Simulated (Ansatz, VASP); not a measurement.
**Ti5C in VASP and in Ansatz**

```xyz
6
Lattice="4.5169 0.0000 0.0000 -2.2585 3.9118 0.0000 0.0000 0.0000 4.9235" Properties=species:S:1:pos:R:3 pbc="T T T"
Ti    0.0000    2.6079    3.6946
Ti    2.2585    1.3039    3.6946
Ti    2.2585    1.3039    1.2289
Ti    0.0000    2.6079    1.2289
Ti    0.0000    0.0000    0.0000
C     0.0000    0.0000    2.4618
```

Alike in both runs: functional PBE; k mesh 12 × 12 × 8; occupations gaussian, width 0.1 eV; no spin polarisation.

Ansatz relaxed the structure, and its values are those at the end. VASP's run is a single point on that final structure, the one shown.

|  | VASP | Ansatz |
| --- | --- | --- |
| version | VASP 6.6.1 | Ansatz 0.2.0 |
| potentials or method | VASP PAW PBE potentials, release 64 (Ti_sv, C), cutoff 520 eV | scalar-relativistic, plane waves, PAW |
| valence electrons in the cell | 64 | 64 |

|  | VASP | Ansatz | Ansatz less VASP |
| --- | --- | --- | --- |
| gap on the k mesh at the Fermi level (eV) | none | none | - |
| pressure (GPa) | -0.1 | 0.0 | +0.13 |
| rms of the force components (eV/Å) | 0.005 | 0.000 | -0.0050 |

A gap of «none» marks a metal or a gap that the smearing closes. The functional is the same, so the differences come from potentials, cutoffs and numerics.
